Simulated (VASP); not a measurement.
# Ge (Fd-3m) in VASP: a series of runs

Runs on Ge. Level: PBEsol. Tasks: single point, relaxation of cell and atoms.

Program: VASP 6.6.1. These are calculated values, not measurements. Logs are shortened: lines on timing, memory, paths and dates and some standing lists are left out, and cuts for length are marked.

### 1 The cell of the first run

It takes space group Fd-3m (No. 227, cubic). Conventional cell: a = 5.680 Å, b = 5.680 Å, c = 5.680 Å, α = 90.00°, β = 90.00°, γ = 90.00°. Ge (site symmetry -43m) has 4 Ge at 2.46 Å within 3.2 Å.

### 2 Single point, PBEsol

Contents of INCAR:

```
PREC = Accurate ; ENCUT = 500
EDIFF = 1E-6 ; ISMEAR = -1
SIGMA = 0.03 ; LREAL = F
LASPH = T ; NELM = 120
ALGO = Normal ; ISIF = 2
LWAVE = F ; LCHARG = F
GGA = PS ; NBANDS = 21
GGA_COMPAT = F
```

Contents of KPOINTS:

```
Automatic mesh
0
Gamma
  6 6 6
```

Contents of POSCAR:

```
Ge
1.0
    0.0000000000      2.8400659370      2.8400659370
    2.8400659370      0.0000000000      2.8400659370
    2.8400659370      2.8400659370      0.0000000000
Ge
2
Direct
    0.0000000000      0.0000000000      0.0000000000
    0.2500000000      0.2500000000      0.2500000000
```

Potentials or basis: VASP PAW PBE potentials, release 64 (Ge_d).

Command:

```
$ cat potpaw_PBE.64/Ge_d/POTCAR > POTCAR
$ mpirun -np 1 vasp_std > vasp.out
```

OUTCAR:

```text
PREC = Accurate
   ENCUT = 500
   EDIFF = 1E-6
   ISMEAR = -1
   LREAL = F
   LASPH = T
   NELM = 120
   ISIF = 2
   GGA = PS

 ion  position               nearest neighbor table
   1  0.000  0.000  0.000-   2 2.46   2 2.46   2 2.46   2 2.46
   2  0.250  0.250  0.250-   1 2.46   1 2.46   1 2.46   1 2.46

  LATTYP: Found a face centered cubic cell.
 ALAT       =     5.6801318740

  Lattice vectors:

 A1 = (   0.0000000000,   2.8400659370,   2.8400659370)
 A2 = (   2.8400659370,   0.0000000000,   2.8400659370)
 A3 = (   2.8400659370,   2.8400659370,   0.0000000000)

Analysis of symmetry for initial positions (statically):
=====================================================================
 Subroutine PRICEL returns:
 Original cell was already a primitive cell.

 Routine SETGRP: Setting up the symmetry group for a
 face centered cubic supercell.

 Subroutine GETGRP returns: Found 48 space group operations
 (whereof 24 operations were pure point group operations)
 out of a pool of 48 trial point group operations.

The static configuration has the point symmetry T_d .
 The point group associated with its full space group is O_h .

Analysis of symmetry for dynamics (positions and initial velocities):
=====================================================================
 Subroutine PRICEL returns:
 Original cell was already a primitive cell.

 Routine SETGRP: Setting up the symmetry group for a
 face centered cubic supercell.

 Subroutine GETGRP returns: Found 48 space group operations
 (whereof 24 operations were pure point group operations)
 out of a pool of 48 trial point group operations.

The dynamic configuration has the point symmetry T_d .
 The point group associated with its full space group is O_h .

 Subroutine INISYM returns: Found 48 space group operations
 (whereof 24 operations are pure point group operations),
 and found     1 'primitive' translations

----------------------------------------------------------------------------------------

                                     Primitive cell

  volume of cell :      45.8158

  direct lattice vectors                    reciprocal lattice vectors
     0.000000000  2.840065937  2.840065937    -0.176052251  0.176052251  0.176052251
     2.840065937  0.000000000  2.840065937     0.176052251 -0.176052251  0.176052251
     2.840065937  2.840065937  0.000000000     0.176052251  0.176052251 -0.176052251

  length of vectors
     4.016459766  4.016459766  4.016459766     0.304931443  0.304931443  0.304931443

  position of ions in fractional coordinates (direct lattice)
     0.000000000  0.000000000  0.000000000
     0.250000000  0.250000000  0.250000000

  ion indices of the primitive-cell ions
   primitive index   ion index
                 1           1
                 2           2

----------------------------------------------------------------------------------------

 KPOINTS: Automatic mesh

Automatic generation of k-mesh.
 Grid dimensions read from file:
 generate k-points for:    6    6    6

 Generating k-lattice:

  Cartesian coordinates                     Fractional coordinates (reciprocal lattice)
    -0.029342042  0.029342042  0.029342042     0.166666667  0.000000000  0.000000000
     0.029342042 -0.029342042  0.029342042     0.000000000  0.166666667  0.000000000
     0.029342042  0.029342042 -0.029342042     0.000000000  0.000000000  0.166666667

  Length of vectors
     0.050821907  0.050821907  0.050821907

  Shift w.r.t. Gamma in fractional coordinates (k-lattice)
     0.000000000  0.000000000  0.000000000

 Subroutine IBZKPT returns following result:
 ===========================================

 Found     16 irreducible k-points:

 Following reciprocal coordinates:
            Coordinates               Weight
  0.000000  0.000000  0.000000      1.000000
  0.166667  0.000000  0.000000      8.000000
  0.333333  0.000000  0.000000      8.000000
  0.500000  0.000000  0.000000      4.000000
  0.166667  0.166667  0.000000      6.000000
  0.333333  0.166667  0.000000     24.000000
[... 8 lines left out ...]
 -0.333333  0.333333  0.166667     24.000000
 -0.333333  0.500000  0.166667     12.000000
   k-points           NKPTS =     16   k-points in BZ     NKDIM =     16   number of bands    NBANDS=     21
   number of dos      NEDOS =    301   number of ions     NIONS =      2
   total plane-waves  NPLWV =  27000
   dimension x,y,z NGX =    30 NGY =   30 NGZ =   30
   dimension x,y,z NGXF=    60 NGYF=   60 NGZF=   60
   ions per type =               2
   NGX,Y,Z   is equivalent  to a cutoff of  12.42, 12.42, 12.42 a.u.
   NGXF,Y,Z  is equivalent  to a cutoff of  24.83, 24.83, 24.83 a.u.
 SYSTEM =  unknown system
   PREC   = accura    normal or accurate (medium, high low for compatibility)
   ISTART =      0    job   : 0-new  1-cont  2-samecut
   ICHARG =      2    charge: 1-file 2-atom 10-const
   ISPIN  =      1    spin polarized calculation?
   LNONCOLLINEAR =      F non collinear calculations
   LSORBIT =      F    spin-orbit coupling
   LASPH  =      T    aspherical Exc in radial PAW
   ENCUT  =  500.0 eV  36.75 Ry    6.06 a.u.   7.32  7.32  7.32*2*pi/ulx,y,z
   NELM   =    120;   NELMIN=  2; NELMDL= -5     # of ELM steps
   EDIFF  = 0.1E-05   stopping-criterion for ELM
   LREAL  =      F    real-space projection
   EDIFFG = 0.1E-04   stopping-criterion for IOM
   NSW    =      0    number of steps for IOM
   IBRION =     -1    ionic relax: 0-MD 1-quasi-New 2-CG
   NFREE  =      0    steps in history (QN), initial steepest desc. (CG)
   ISIF   =      2    stress and relaxation
   ISYM   =      2    0-nonsym 1-usesym 2-fastsym
   POTIM  = 0.5000    time-step for ionic-motion
   TEBEG  =    0.0;   TEEND  =   0.0 temperature during run
   PSTRESS=    0.0 pullay stress
   NELECT =      28.0000    total number of electrons
   NUPDOWN=      -1.0000    fix difference up-down
   EMIN   =  10.00;   EMAX   =-10.00  energy-range for DOS
   EFERMI =   0.00;   METHOD = LEGACY
   ISMEAR =    -1;   SIGMA  =   0.03  broadening in eV -4-tet -1-fermi 0-gaus
   EFERMI_NEDOS =   21; number of points for ismear=-14 and -15
   IALGO  =     38    algorithm
   IMIX   =      4    mixing-type and parameters
     AMIX     =   0.40;   BMIX     =  1.00
     AMIX_MAG =   1.60;   BMIX_MAG =  1.00
  volume/ion in A,a.u.               =      22.91       154.59
  Fermi-wavevector in a.u.,A,eV,Ry     =   1.389278  2.625354 26.260506  1.930093
  Thomas-Fermi vector in A             =   2.513324
   LORBIT       =      0    0 simple, 1 ext, 2 COOP (PROOUT), +10 PAW based schemes
   GGA     = PS    functional components
   LHFCALC =     F    Hartree Fock is set to
   AEXX    =    0.0000 exact exchange contribution
   IVDW    =     0    specifies the selected vdW correction
   LEPSILON=     F    determine dielectric tensor
   LRPA    =     F    only Hartree local field effects (RPA)
 non-spin polarized calculation
  energy-cutoff  :      500.00
  volume of cell :       45.82
 maximum number of plane-waves:      1211
 NGX is ok and might be reduce to    30
   NGX = 15   NGY = 15   NGZ = 15

 number of electron      28.0000012 magnetization

 Free energy of the ion-electron system (eV)
  ---------------------------------------------------
  ext. energy  EPLUGINS =         0.00000000
  ---------------------------------------------------
  free energy    TOTEN  =        -9.82793776 eV

  energy without entropy =       -9.82705211  energy(sigma->0) =       -9.82749493

 E-fermi :   4.7664     XC(G=0): -10.0665

 val. band max:        4.7574274362   @ k =   0.0000   0.0000   0.0000
 cond. band min:       4.8423194596   @ k =   0.5000   0.0000   0.0000
 fundamental gap:      0.0848920235
 Fermi energy:         4.7663722034

 k-point     1 :       0.0000    0.0000    0.0000
  band No.  band energies     occupation
      1     -19.9858      2.00000
      2     -19.9858      2.00000
      3     -19.9858      2.00000
      4     -19.9502      2.00000
      5     -19.9502      2.00000
      6     -19.7443      2.00000
[... 13 lines left out ...]
     20      14.2000      0.00000
     21      14.2000      0.00000

 k-point     2 :       0.1667    0.0000    0.0000
  band No.  band energies     occupation
      1     -19.9973      2.00000
      2     -19.9973      2.00000
      3     -19.9815      2.00000
      4     -19.9333      2.00000
      5     -19.9333      2.00000
      6     -19.7612      2.00000
[... 13 lines left out ...]
     20      13.0393      0.00000
     21      13.0393      0.00000

 k-point     3 :       0.3333    0.0000    0.0000
  band No.  band energies     occupation
      1     -20.0073      2.00000
      2     -20.0073      2.00000
      3     -19.9729      2.00000
      4     -19.9146      2.00000
      5     -19.9146      2.00000
      6     -19.7753      2.00000
[... 13 lines left out ...]
     20      13.6509      0.00000
     21      13.6509      0.00000

 k-point     4 :       0.5000    0.0000    0.0000
  band No.  band energies     occupation
      1     -20.0096      2.00000
      2     -20.0096      2.00000
      3     -19.9684      2.00000
      4     -19.9093      2.00000
      5     -19.9093      2.00000
      6     -19.7785      2.00000
[... 13 lines left out ...]
     20      15.6359      0.00000
     21      15.8558      0.00000

 k-point     5 :       0.1667    0.1667    0.0000
  band No.  band energies     occupation
      1     -19.9950      2.00000
      2     -19.9950      2.00000
      3     -19.9944      2.00000
      4     -19.9349      2.00000
      5     -19.9137      2.00000
      6     -19.7941      2.00000
[... 13 lines left out ...]
     20      12.9488      0.00000
     21      14.6690      0.00000
[... 190 lines left out ...]
     20      16.1512      0.00000
     21      17.4782      0.00000

 k-point    14 :       0.5000    0.3333    0.1667
  band No.  band energies     occupation
      1     -20.0241      2.00000
      2     -20.0211      2.00000
      3     -19.9475      2.00000
      4     -19.8948      2.00000
      5     -19.8614      2.00000
      6     -19.8454      2.00000
[... 13 lines left out ...]
     20      14.5485      0.00000
     21      16.9778      0.00000

 k-point    15 :      -0.3333    0.3333    0.1667
  band No.  band energies     occupation
      1     -20.0340      2.00000
      2     -20.0239      2.00000
      3     -19.9259      2.00000
      4     -19.8771      2.00000
      5     -19.8552      2.00000
      6     -19.8472      2.00000
[... 13 lines left out ...]
     20      16.4095      0.00000
     21      16.5495      0.00000

 k-point    16 :      -0.3333    0.5000    0.1667
  band No.  band energies     occupation
      1     -20.0295      2.00000
      2     -20.0295      2.00000
      3     -19.9061      2.00000
      4     -19.9061      2.00000
      5     -19.8419      2.00000
      6     -19.8419      2.00000
[... 13 lines left out ...]
     20      15.6549      0.00000
     21      17.5630      0.00000

------------------------ aborting loop because EDIFF is reached ----------------------------------------

  FORCE on cell =-STRESS in cart. coord.  units (eV):
  Direction    XX          YY          ZZ          XY          YZ          ZX
  --------------------------------------------------------------------------------------
  -------------------------------------------------------------------------------------
  Total       -0.0516172     -0.0516172     -0.0516172      0.0000000      0.0000000      0.0000000
  in kB       -1.8050531     -1.8050531     -1.8050531      0.0000000      0.0000000      0.0000000
  external PRESSURE =      -1.8050531 kB  Pullay stress =       0.0000000 kB

 VOLUME and BASIS-vectors are now :
 -----------------------------------------------------------------------------
  energy-cutoff  :      500.00
  volume of cell :       45.82
      direct lattice vectors                 reciprocal lattice vectors
     0.000000000  2.840065937  2.840065937    -0.176052251  0.176052251  0.176052251
     2.840065937  0.000000000  2.840065937     0.176052251 -0.176052251  0.176052251
     2.840065937  2.840065937  0.000000000     0.176052251  0.176052251 -0.176052251

 POSITION                                       TOTAL-FORCE (eV/Angst)
 -----------------------------------------------------------------------------------
      0.00000      0.00000      0.00000         0.000000      0.000000      0.000000
      1.42003      1.42003      1.42003        -0.000000     -0.000000     -0.000000
 -----------------------------------------------------------------------------------
    total drift:                                0.000000     -0.000000      0.000000

  FREE ENERGIE OF THE ION-ELECTRON SYSTEM (eV)
  ---------------------------------------------------
  free  energy   TOTEN  =        -9.8279377554 eV

  energy  without entropy=       -9.8270521138  energy(sigma->0) =       -9.82749493
```

Run time: 30 s. Hardware: 1 thread of Intel Xeon 8259CL, shared host; peak memory 0.16 GiB.

What came out:

| Item | Value |
| --- | --- |
| Free energy | -9.8279 eV |
| Pressure | -0.2 GPa |
| Band gap on the k mesh | zero (filled and empty bands touch) |

Levels at points of the mesh, in eV from the Fermi level:
```tsv
k point	band 11	band 12	band 13	band 14	band 15	band 16	band 17	band 18
(0.00, 0.00, 0.00)	-12.72	-0.12	-0.01	-0.01	-0.01	2.51	2.51	2.51
(0.50, 0.00, 0.00)	-10.65	-7.58	-1.40	-1.40	0.08	3.69	3.69	6.95
(0.50, 0.50, 0.00)	-8.87	-8.87	-3.06	-3.06	0.67	0.67	9.38	9.38
```

Caveat: the PAW data sets were made with another functional, which shifts forces and pressure a little.

### 3 Relaxation of cell and atoms, PBEsol

This run uses another cell than the first one, of 21.28 Å³/atom, 0.929 times its volume.

Contents of INCAR:

```
PREC = Accurate ; ENCUT = 500
EDIFF = 1E-7 ; ISMEAR = -1
SIGMA = 0.03 ; LREAL = F
LASPH = T ; NELM = 120
ALGO = Normal ; ISIF = 3
LWAVE = F ; LCHARG = F
GGA = PS ; IBRION = 2
NSW = 100 ; EDIFFG = -0.01
GGA_COMPAT = F ; NELMIN = 4
```

Contents of KPOINTS:

```
regular mesh
0
Gamma
  6 6 6
```

Contents of POSCAR:

```
Ge
1.0
    0.0000000000      2.7712812921      2.7712812921
    2.7712812921      0.0000000000      2.7712812921
    2.7712812921      2.7712812921      0.0000000000
Ge
2
Direct
    0.0000000000      0.0000000000      0.0000000000
    0.2500000000      0.2500000000      0.2500000000
```

Potentials or basis: VASP PAW PBE potentials, release 64 (Ge_d).

Command:

```
$ cat potpaw_PBE.64/Ge_d/POTCAR > POTCAR
$ mpirun -np 1 vasp_std > vasp.out
```

Wall time 89 s (1 thread of Intel Xeon 8259CL, shared host); peak memory 0.17 GiB.

Results (log left out):

* Free energy: -9.8250 eV
* Relaxed volume: 22.81 Å³/atom
* Relaxed cell: a = 4.011 Å, b = 4.011 Å, c = 4.011 Å, α = 60.00°, β = 60.00°, γ = 60.00°
* Space group after relaxing (to 0.05 Å): Fd-3m (No. 227)
* Energy gained by relaxing: 23.4 meV/atom
* Ionic steps: 4
* Pressure after relaxing: 0.0 GPa
* Band gap on the k mesh: zero (filled and empty bands touch)

The path:
| step | energy change (eV) | largest force (eV/Å) | pressure (GPa) | volume (Å³) |
| --- | --- | --- | --- | --- |
| 1 | 0.0000 | 0.0000 | 5.41 | 42.57 |
| 2 | -0.0368 | 0.0000 | -2.09 | 47.15 |
| 3 | -0.0468 | 0.0000 | 0.08 | 45.57 |
| 4 | -0.0468 | 0.0000 | 0.00 | 45.63 |

Final structure:
```yaml
crystal:
  lattice:
    - [0.00000, 2.83620, 2.83620]
    - [2.83620, 0.00000, 2.83620]
    - [2.83620, 2.83620, 0.00000]
  atoms:
    - { symbol: Ge, position: [0.00000, 0.00000, 0.00000] }
    - { symbol: Ge, position: [0.25000, 0.25000, 0.25000] }
```

Levels at points of the mesh, in eV from the Fermi level:
```csv
k point,band 11,band 12,band 13,band 14,band 15,band 16,band 17,band 18
"(0.00, 0.00, 0.00)",-12.75,-0.09,-0.01,-0.01,-0.01,2.51,2.51,2.51
"(0.50, 0.00, 0.00)",-10.67,-7.61,-1.41,-1.41,0.08,3.69,3.69,6.94
"(0.50, 0.50, 0.00)",-8.89,-8.89,-3.08,-3.08,0.66,0.66,9.41,9.41
```

Caveat: the PAW data sets were made with another functional, which shifts forces and pressure a little.
